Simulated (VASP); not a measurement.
The system is Y2Ga.

```
CELL_PARAMETERS angstrom
5.43351 0.00000 0.00000
0.00000 5.43351 0.00000
0.00000 0.00000 5.43351
ATOMIC_POSITIONS crystal
Y 0.25000 0.25000 0.25000
Y 0.25000 0.75000 0.75000
Y 0.75000 0.75000 0.25000
Y 0.75000 0.25000 0.75000
Ga 0.00000 0.00000 0.00000
Ga 0.50000 0.50000 0.50000
```

* Program: VASP 6.6.1
* Task: relaxation of cell and atoms
* Functional: PBE
* Potentials or basis: VASP PAW PBE potentials, release 64 (Y_sv, Ga_d)
* Cutoff: 500 eV
* k mesh: 4 × 4 × 4
* Occupations: gaussian, width 0.1 eV
* Spin: no spin polarisation

At the start: pressure 24.9 GPa; volume 26.74 Å³/atom.

**Question.** Where does the relaxation end?

**Answer.** Over 4 steps the energy falls by 695.0 meV/atom and the volume is 38.85 Å³/atom (+45.3 %); space group Pn-3m (No. 224, to 0.1 Å) before and after.

The path:
```csv
step,energy change (eV),largest force (eV/Å),pressure (GPa),volume (Å³)
1,0.0000,0.0000,24.95,160.41
2,-3.5074,0.0000,-4.06,277.77
3,-4.1688,0.0000,0.22,231.18
4,-4.1698,0.0000,-0.05,233.10
```

Final structure:
```cif
data_structure
_symmetry_space_group_name_H-M 'P 1'
_symmetry_Int_Tables_number 1
_cell_length_a 6.1543
_cell_length_b 6.1543
_cell_length_c 6.1543
_cell_angle_alpha 90.000
_cell_angle_beta 90.000
_cell_angle_gamma 90.000
_cell_volume 233.10
loop_
_atom_site_label
_atom_site_type_symbol
_atom_site_fract_x
_atom_site_fract_y
_atom_site_fract_z
_atom_site_occupancy
Y1 Y 0.25000 0.25000 0.25000 1
Y2 Y 0.25000 0.75000 0.75000 1
Y3 Y 0.75000 0.75000 0.25000 1
Y4 Y 0.75000 0.25000 0.75000 1
Ga1 Ga 0.00000 0.00000 0.00000 1
Ga2 Ga 0.50000 0.50000 0.50000 1
```

Caveat: the volume moved by over 15 % at a fixed basis, so the end points are rough.
